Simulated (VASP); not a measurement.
Here is a VASP 6.6.1 calculation.

File INCAR:

```
PREC = Accurate
ENCUT = 520
EDIFF = 1E-6
ISMEAR = -1
SIGMA = 0.05
LREAL = F
LASPH = T
NELM = 80
ALGO = Normal
ISIF = 2
LWAVE = F
LCHARG = T
GGA = PE
LELF = T
LVHAR = T
NBANDS = 10
```

KPOINTS

```
regular mesh
0
Gamma
  9 9 9
```

The input POSCAR:

```
Na
1.0
   -2.0935213250      2.0935213250      2.0935213250
    2.0935213250     -2.0935213250      2.0935213250
    2.0935213250      2.0935213250     -2.0935213250
Na
1
Direct
    0.0000000000      0.0000000000      0.0000000000
```

Potentials or basis: VASP PAW PBE potentials, release 64 (Na_pv).

Run with:

```bash
$ cat potpaw_PBE.64/Na_pv/POTCAR > POTCAR
$ mpirun -np 1 vasp_std > vasp.out
```

**Question.** Predict the pressure.

**Answer.** 0.0 GPa.
